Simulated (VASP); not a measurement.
# Al3InAs4 (P-43m) in VASP: a series of runs, part 2 of 2

VASP 6.6.1. Earlier steps stand in the parts before.

## (3) Single point, PBE

This run uses another cell than the first one, of 24.71 Å³/atom, 1.178 times its volume.

INCAR reads:

```
SYSTEM = Al3InAs4
PREC = Accurate ; ENCUT = 520
EDIFF = 1E-7 ; ISMEAR = 0
SIGMA = 0.1 ; LREAL = .FALSE.
LASPH = .TRUE. ; NELM = 60
ALGO = Normal ; ISIF = 2
LWAVE = .FALSE. ; LCHARG = .FALSE.
GGA = PE ; NBANDS = 31
```

KPOINTS reads:

```
Automatic mesh
0
G
  4 4 4
  0 0 0
```

POSCAR reads:

```
Al3InAs4
1.0
    5.8254683798      0.0000000000      0.0000000000
    0.0000000000      5.8254683798      0.0000000000
    0.0000000000      0.0000000000      5.8254683798
Al In As
3 1 4
Direct
    0.5000000000      0.0000000000      0.0000000000
    0.0000000000      0.0000000000      0.5000000000
    0.0000000000      0.5000000000      0.0000000000
    0.5000000000      0.5000000000      0.5000000000
    0.7611344499      0.2388655501      0.7611344499
    0.7611344499      0.7611344499      0.2388655501
    0.2388655501      0.2388655501      0.2388655501
    0.2388655501      0.7611344499      0.7611344499
```

Potentials or basis: VASP PAW PBE potentials, release 64 (Al, In_d, As).

Launch:

```bash
> cat potpaw_PBE.64/Al/POTCAR potpaw_PBE.64/In_d/POTCAR potpaw_PBE.64/As/POTCAR > POTCAR
> mpirun -np 1 vasp_std > vasp.out
```

OUTCAR:

```text
SYSTEM = Al3InAs4
   PREC = Accurate
   ENCUT = 520
   EDIFF = 1E-7
   ISMEAR = 0
   LREAL = .FALSE.
   LASPH = .TRUE.
   NELM = 60
   ISIF = 2
   GGA = PE

 ion  position               nearest neighbor table
   1  0.500  0.000  0.000-   5 2.49   6 2.49   7 2.49   8 2.49
   2  0.000  0.000  0.500-   5 2.49   6 2.49   7 2.49   8 2.49
   3  0.000  0.500  0.000-   5 2.49   6 2.49   7 2.49   8 2.49
   4  0.500  0.500  0.500-   5 2.63   6 2.63   7 2.63   8 2.63
   5  0.761  0.239  0.761-   1 2.49   2 2.49   3 2.49   4 2.63
   6  0.761  0.761  0.239-   1 2.49   2 2.49   3 2.49   4 2.63
   7  0.239  0.239  0.239-   1 2.49   2 2.49   3 2.49   4 2.63
   8  0.239  0.761  0.761-   1 2.49   2 2.49   3 2.49   4 2.63

  LATTYP: Found a simple cubic cell.
 ALAT       =     5.8254683798

  Lattice vectors:

 A1 = (   5.8254683798,   0.0000000000,   0.0000000000)
 A2 = (   0.0000000000,   5.8254683798,   0.0000000000)
 A3 = (   0.0000000000,   0.0000000000,   5.8254683798)

Analysis of symmetry for initial positions (statically):
=====================================================================
 Subroutine PRICEL returns:
 Original cell was already a primitive cell.

 Routine SETGRP: Setting up the symmetry group for a
 simple cubic supercell.

 Subroutine GETGRP returns: Found 24 space group operations
 (whereof 24 operations were pure point group operations)
 out of a pool of 48 trial point group operations.

The static configuration has the point symmetry T_d .

Analysis of symmetry for dynamics (positions and initial velocities):
=====================================================================
 Subroutine PRICEL returns:
 Original cell was already a primitive cell.

 Routine SETGRP: Setting up the symmetry group for a
 simple cubic supercell.

 Subroutine GETGRP returns: Found 24 space group operations
 (whereof 24 operations were pure point group operations)
 out of a pool of 48 trial point group operations.

The dynamic configuration has the point symmetry T_d .

 Subroutine INISYM returns: Found 24 space group operations
[... 119 lines left out ...]
   GGA     = PE    functional components
   LHFCALC =     F    Hartree Fock is set to
   AEXX    =    0.0000 exact exchange contribution
   IVDW    =     0    specifies the selected vdW correction
   LEPSILON=     F    determine dielectric tensor
   LRPA    =     F    only Hartree local field effects (RPA)
 non-spin polarized calculation
 Gauss-broadening in eV      SIGMA  =   0.10
  energy-cutoff  :      520.00
  volume of cell :      197.69
 maximum number of plane-waves:      5400
 NGX is ok and might be reduce to    48
   NGX = 21   NGY = 21   NGZ = 21

 number of electron      41.9999993 magnetization

 Free energy of the ion-electron system (eV)
  ---------------------------------------------------
  ext. energy  EPLUGINS =         0.00000000
  ---------------------------------------------------
  free energy    TOTEN  =       -35.77694760 eV

  energy without entropy =      -35.77694760  energy(sigma->0) =      -35.77694760

 E-fermi :   4.2406     XC(G=0):  -8.9346

 val. band max:        3.7466562594   @ k =   0.0000   0.0000   0.0000
 cond. band min:       4.9454125083   @ k =   0.0000   0.0000   0.0000
 fundamental gap:      1.1987562488
 Fermi energy:         4.2405870206

 k-point     1 :       0.0000    0.0000    0.0000
  band No.  band energies     occupation
      1     -10.2447      2.00000
      2     -10.2447      2.00000
      3     -10.2447      2.00000
      4     -10.1245      2.00000
      5     -10.1245      2.00000
      6      -7.8949      2.00000
[... 329 lines left out ...]
     30       8.4726      0.00000
     31       8.4726      0.00000

------------------------ aborting loop because EDIFF is reached ----------------------------------------

  FORCE on cell =-STRESS in cart. coord.  units (eV):
  Direction    XX          YY          ZZ          XY          YZ          ZX
  --------------------------------------------------------------------------------------
  -------------------------------------------------------------------------------------
  Total        0.5449183      0.5449183      0.5449183      0.0000000      0.0000000      0.0000000
  in kB        4.4162070      4.4162070      4.4162070      0.0000000      0.0000000      0.0000000
  external PRESSURE =       4.4162070 kB  Pullay stress =       0.0000000 kB

 VOLUME and BASIS-vectors are now :
 -----------------------------------------------------------------------------
  energy-cutoff  :      520.00
  volume of cell :      197.69
      direct lattice vectors                 reciprocal lattice vectors
     5.825468380  0.000000000  0.000000000     0.171660017  0.000000000  0.000000000
     0.000000000  5.825468380  0.000000000     0.000000000  0.171660017  0.000000000
     0.000000000  0.000000000  5.825468380     0.000000000  0.000000000  0.171660017

 POSITION                                       TOTAL-FORCE (eV/Angst)
 -----------------------------------------------------------------------------------
      2.91273      0.00000      0.00000        -0.000000     -0.000000      0.000000
      0.00000      0.00000      2.91273         0.000000     -0.000000      0.000000
      0.00000      2.91273      0.00000        -0.000000      0.000000      0.000000
      2.91273      2.91273      2.91273        -0.000000     -0.000000      0.000000
      4.43396      1.39150      4.43396        -0.026551      0.026551     -0.026551
      4.43396      4.43396      1.39150        -0.026551     -0.026551      0.026551
      1.39150      1.39150      1.39150         0.026551      0.026551      0.026551
      1.39150      4.43396      4.43396         0.026551     -0.026551     -0.026551
 -----------------------------------------------------------------------------------
    total drift:                                0.000000      0.000000     -0.000000

  FREE ENERGIE OF THE ION-ELECTRON SYSTEM (eV)
  ---------------------------------------------------
  free  energy   TOTEN  =       -35.7769475976 eV

  energy  without entropy=      -35.7769475976  energy(sigma->0) =      -35.77694760
```

Run time: 1.9 min. Hardware: 1 thread of Intel Xeon 6975P-C, shared host; peak memory 0.36 GiB.

What came out:

```
Free energy            : -35.7769 eV
Pressure               : 0.4 GPa
Largest force          : 0.046 eV/Å
Band gap on the k mesh : 1.20 eV, direct
```

Forces on the atoms (eV/Å):
```
Al   0.000  0.000  0.000
Al   0.000  0.000  0.000
Al   0.000  0.000  0.000
In   0.000  0.000  0.000
As  -0.027  0.027 -0.027
As  -0.027 -0.027  0.027
As   0.027  0.027  0.027
As   0.027 -0.027 -0.027
```

Levels at points of the mesh, in eV from the valence-band top:
| k point | band 17 | band 18 | band 19 | band 20 | band 21 | band 22 | band 23 | band 24 | band 25 | band 26 |
| --- | --- | --- | --- | --- | --- | --- | --- | --- | --- | --- |
| (0.00, 0.00, 0.00) | -2.05 | -2.05 | 0.00 | 0.00 | 0.00 | 1.20 | 1.63 | 1.63 | 1.63 | 1.66 |
| (0.50, 0.00, 0.00) | -2.72 | -1.45 | -1.45 | -1.06 | -1.06 | 2.38 | 2.64 | 3.28 | 3.45 | 4.28 |
| (0.50, 0.50, 0.00) | -2.65 | -1.24 | -0.87 | -0.68 | -0.68 | 2.97 | 2.97 | 3.09 | 3.58 | 5.27 |
| (0.50, 0.50, 0.50) | -0.96 | -0.96 | -0.50 | -0.50 | -0.50 | 1.44 | 1.81 | 1.81 | 1.81 | 4.38 |

Caveat: spin-orbit coupling is left out, which moves the levels of the heavy elements.

## (4) Single point, PBE

This run uses another cell than the first one, of 24.84 Å³/atom, 1.184 times its volume.

INCAR reads:

```
  PREC = Accurate
  ENCUT = 520
  EDIFF = 1E-6
  ISMEAR = 0
  SIGMA = 0.02
  LREAL = F
  LASPH = T
  NELM = 60
  ALGO = Normal
  ISIF = 2
  LWAVE = F
  LCHARG = T
  GGA = PE
  LELF = T
  LVHAR = T
  NBANDS = 31
```

KPOINTS reads:

```
Automatic mesh
0
Gamma
  6 6 6
```

POSCAR reads:

```
Al3InAs4
1.0
    5.8354873361      0.0000000000      0.0000000000
    0.0000000000      5.8354873361      0.0000000000
    0.0000000000      0.0000000000      5.8354873361
Al In As
3 1 4
Direct
    0.5000000000      0.0000000000      0.0000000000
    0.0000000000      0.0000000000      0.5000000000
    0.0000000000      0.5000000000      0.0000000000
    0.5000000000      0.5000000000      0.5000000000
    0.7606309143      0.2393690857      0.7606309143
    0.7606309143      0.7606309143      0.2393690857
    0.2393690857      0.2393690857      0.2393690857
    0.2393690857      0.7606309143      0.7606309143
```

Launch:

```bash
> cat potpaw_PBE.64/Al/POTCAR potpaw_PBE.64/In_d/POTCAR potpaw_PBE.64/As/POTCAR > POTCAR
> mpirun -np 1 vasp_std > vasp.out
```

Run time: 2.9 min. Hardware: 1 thread of Intel Xeon 6975P-C, shared host; peak memory 0.4 GiB.

The run converged. Its results:

| Quantity | Value |
| --- | --- |
| Free energy | -35.7892 eV |
| Pressure | 0.1 GPa |
| Largest force | 0.008 eV/Å |
| Band gap on the k mesh | 1.16 eV, direct |

Forces in eV/Å, atoms in the order of the input:
```
Al   0.000  0.000  0.000
Al   0.000  0.000  0.000
Al   0.000  0.000  0.000
In   0.000  0.000  0.000
As   0.004 -0.004  0.004
As   0.004  0.004 -0.004
As  -0.004 -0.004 -0.004
As  -0.004  0.004  0.004
```

Levels at points of the mesh, in eV from the valence-band top:
```tsv
k point	band 19	band 20	band 21	band 22	band 23	band 24
(0.00, 0.00, 0.00)	0.00	0.00	0.00	1.16	1.63	1.63
(0.50, 0.00, 0.00)	-1.44	-1.07	-1.07	2.38	2.63	3.28
(0.50, 0.50, 0.00)	-0.87	-0.69	-0.69	2.96	2.96	3.08
(0.50, 0.50, 0.50)	-0.51	-0.51	-0.51	1.43	1.79	1.79
```

Caveat: spin-orbit coupling is left out, which moves the levels of the heavy elements.

## (5) Relaxation of cell and atoms, PBE

INCAR reads:

```
SYSTEM = Al3InAs4
PREC     = Accurate       ! precision mode
ENCUT    = 600            ! plane-wave cutoff, eV
EDIFF    = 1E-7           ! SCF threshold, eV
ISMEAR   = 0              ! smearing method
SIGMA    = 0.1            ! smearing width, eV
LREAL    = .False.        ! projectors in reciprocal space
LASPH    = .True.         ! aspherical terms in the spheres
NELM     = 100            ! most SCF steps
ALGO     = Normal         ! electronic algorithm
ISIF     = 3              ! what is computed and relaxed
LWAVE    = .False.        ! write WAVECAR
LCHARG   = .False.        ! write CHGCAR
GGA      = PE             ! functional
IBRION   = 2              ! ionic algorithm
NSW      = 90             ! ionic steps
EDIFFG   = -0.04          ! ionic threshold
```

KPOINTS reads:

```
Automatic mesh
0
Gamma
  4 4 4
  0 0 0
```

POSCAR reads:

```
Al3InAs4
1.0
    5.5161760600      0.0000000000      0.0000000000
    0.0000000000      5.5161760600      0.0000000000
    0.0000000000      0.0000000000      5.5161760600
Al In As
3 1 4
Direct
    0.5000000000      0.0000000000      0.0000000000
    0.0000000000      0.0000000000      0.5000000000
    0.0000000000      0.5000000000      0.0000000000
    0.5000000000      0.5000000000      0.5000000000
    0.7500000000      0.2500000000      0.7500000000
    0.7500000000      0.7500000000      0.2500000000
    0.2500000000      0.2500000000      0.2500000000
    0.2500000000      0.7500000000      0.7500000000
```

Launch:

```bash
> cat potpaw_PBE.64/Al/POTCAR potpaw_PBE.64/In_d/POTCAR potpaw_PBE.64/As/POTCAR > POTCAR
> mpirun -np 1 vasp_std > vasp.out
```

Run time: 7.1 min. Hardware: 1 thread of Intel Xeon 6975P-C, shared host; peak memory 0.37 GiB.

Results (log left out):

- Free energy: -35.7774 eV
- Relaxed volume: 24.95 Å³/atom
- Relaxed cell: a = 5.844 Å, b = 5.844 Å, c = 5.844 Å, α = 90.00°, β = 90.00°, γ = 90.00°
- Space group after relaxing (to 0.05 Å): P-43m (No. 215)
- Energy gained by relaxing: 218.8 meV/atom
- Ionic steps: 7
- Pressure after relaxing: -0.1 GPa
- Band gap on the k mesh: 1.13 eV, direct

Step by step:
```csv
step,energy change (eV),largest force (eV/Å),pressure (GPa),volume (Å³)
1,0.0000,2.1182,16.66,167.85
2,-1.1655,0.0608,-6.03,226.62
3,-1.7110,0.4442,-0.58,201.44
4,-1.7109,0.4640,-0.36,200.72
5,-1.7410,0.2307,0.02,199.21
6,-1.7487,0.0429,0.37,197.97
7,-1.7500,0.0117,-0.15,199.57
```

Final structure:
```cif
data_structure
_symmetry_space_group_name_H-M 'P 1'
_symmetry_Int_Tables_number 1
_cell_length_a 5.8438
_cell_length_b 5.8438
_cell_length_c 5.8438
_cell_angle_alpha 90.000
_cell_angle_beta 90.000
_cell_angle_gamma 90.000
_cell_volume 199.57
loop_
_atom_site_label
_atom_site_type_symbol
_atom_site_fract_x
_atom_site_fract_y
_atom_site_fract_z
_atom_site_occupancy
Al1 Al 0.50000 0.00000 0.00000 1
Al2 Al 0.00000 0.00000 0.50000 1
Al3 Al 0.00000 0.50000 0.00000 1
In1 In 0.50000 0.50000 0.50000 1
As1 As 0.76078 0.23922 0.76078 1
As2 As 0.76078 0.76078 0.23922 1
As3 As 0.23922 0.23922 0.23922 1
As4 As 0.23922 0.76078 0.76078 1
```

Levels at points of the mesh, in eV from the valence-band top:
```
           k point  band 19  band 20  band 21  band 22  band 23  band 24
(0.00, 0.00, 0.00)     0.00     0.00     0.00     1.13     1.64     1.64
(0.50, 0.00, 0.00)    -1.43    -1.06    -1.06     2.38     2.63     3.26
(0.50, 0.50, 0.00)    -0.87    -0.68    -0.68     2.95     2.95     3.06
(0.50, 0.50, 0.50)    -0.50    -0.50    -0.50     1.41     1.77     1.77
```

Caveat: the volume moved by over 15 % at a fixed basis, so the end points are rough; spin-orbit coupling is left out, which moves the levels of the heavy elements.

## (6) Relaxation of cell and atoms, PBE

This run uses another cell than the first one, of 24.71 Å³/atom, 1.178 times its volume.

INCAR reads:

```
SYSTEM = Al3InAs4
PREC = Accurate
ENCUT = 600
EDIFF = 1E-6
ISMEAR = 0
SIGMA = 0.02
LREAL = .FALSE.
LASPH = .TRUE.
NELM = 80
ALGO = Normal
ISIF = 3
LWAVE = .FALSE.
LCHARG = .FALSE.
GGA = PE
IBRION = 2
NSW = 100
EDIFFG = -0.01
```

KPOINTS reads:

```
Automatic mesh
0
G
  6 6 6
  0 0 0
```

POSCAR reads:

```
Al3InAs4
1.0
    5.8254683798      0.0000000000      0.0000000000
    0.0000000000      5.8254683798      0.0000000000
    0.0000000000      0.0000000000      5.8254683798
Al In As
3 1 4
Direct
    0.5000000000      0.0000000000      0.0000000000
    0.0000000000      0.0000000000      0.5000000000
    0.0000000000      0.5000000000      0.0000000000
    0.5000000000      0.5000000000      0.5000000000
    0.7611344499      0.2388655501      0.7611344499
    0.7611344499      0.7611344499      0.2388655501
    0.2388655501      0.2388655501      0.2388655501
    0.2388655501      0.7611344499      0.7611344499
```

Potentials or basis: VASP PAW PBE potentials, release 64 (Al, In_d, As).

Launch:

```bash
> cat potpaw_PBE.64/Al/POTCAR potpaw_PBE.64/In_d/POTCAR potpaw_PBE.64/As/POTCAR > POTCAR
> mpirun -np 1 vasp_std > vasp.out
```

Run time: 6.4 min. Hardware: 1 thread of Intel Xeon 6975P-C, shared host; peak memory 0.42 GiB.

It converged, with:

| Quantity | Value |
| --- | --- |
| Free energy | -35.7896 eV |
| Relaxed volume | 24.90 Å³/atom |
| Relaxed cell | a = 5.840 Å, b = 5.840 Å, c = 5.840 Å, α = 90.00°, β = 90.00°, γ = 90.00° |
| Space group after relaxing (to 0.05 Å) | P-43m (No. 215) |
| Energy gained by relaxing | 0.3 meV/atom |
| Ionic steps | 5 |
| Pressure after relaxing | 0.0 GPa |
| Band gap on the k mesh | 1.15 eV, direct |

Step by step:
```csv
step,energy change (eV),largest force (eV/Å),pressure (GPa),volume (Å³)
1,0.0000,0.0459,0.46,197.69
2,-0.0021,0.0277,-0.18,199.73
3,-0.0023,0.0320,-0.02,199.22
4,-0.0025,0.0151,-0.01,199.19
5,-0.0025,0.0001,0.00,199.16
```

Final structure:
```
CELL_PARAMETERS angstrom
5.83988 0.00000 0.00000
0.00000 5.83988 0.00000
0.00000 0.00000 5.83988
ATOMIC_POSITIONS crystal
Al 0.50000 0.00000 0.00000
Al 0.00000 0.00000 0.50000
Al 0.00000 0.50000 0.00000
In 0.50000 0.50000 0.50000
As 0.76068 0.23932 0.76068
As 0.76068 0.76068 0.23932
As 0.23932 0.23932 0.23932
As 0.23932 0.76068 0.76068
```

Levels at points of the mesh, in eV from the valence-band top:
```tsv
k point	band 17	band 18	band 19	band 20	band 21	band 22	band 23	band 24	band 25	band 26
(0.00, 0.00, 0.00)	-2.03	-2.03	0.00	0.00	0.00	1.15	1.63	1.63	1.63	1.67
(0.50, 0.00, 0.00)	-2.70	-1.43	-1.43	-1.06	-1.06	2.38	2.63	3.27	3.43	4.28
(0.50, 0.50, 0.00)	-2.64	-1.22	-0.87	-0.69	-0.69	2.95	2.95	3.07	3.56	5.25
(0.50, 0.50, 0.50)	-0.95	-0.95	-0.51	-0.51	-0.51	1.42	1.78	1.78	1.78	4.38
```

Caveat: spin-orbit coupling is left out, which moves the levels of the heavy elements.

## (7) The runs side by side

```csv
task,cell,k mesh,cutoff (eV),smearing,gap on the mesh (eV),pressure (GPa),relaxed volume (Å³/atom),largest force (eV/Å)
single point,"a = 5.516 Å, 8 atoms",4 × 4 × 4,520,gaussian 0.1 eV,1.24,16.7,-,-
single point,"a = 5.825 Å, 8 atoms",4 × 4 × 4,520,gaussian 0.1 eV,1.20,0.4,-,0.05
single point,"a = 5.835 Å, 8 atoms",6 × 6 × 6,520,gaussian 0.02 eV,1.16,0.1,-,0.01
relaxation of cell and atoms,"relaxed from a = 5.516 Å, 8 atoms",4 × 4 × 4,600,gaussian 0.1 eV,1.13,-0.1,24.95,-
relaxation of cell and atoms,"relaxed from a = 5.825 Å, 8 atoms",6 × 6 × 6,600,gaussian 0.02 eV,1.15,0.0,24.90,-
```

Alike in all rows: level PBE; potentials or basis VASP PAW PBE potentials, release 64 (Al, In_d, As); no spin polarisation.

Caveats: spin-orbit coupling is left out, which moves the levels of the heavy elements; the volume moved by over 15 % at a fixed basis, so the end points are rough (some runs).

Absolute energies hang on the potentials; compare differences alone.
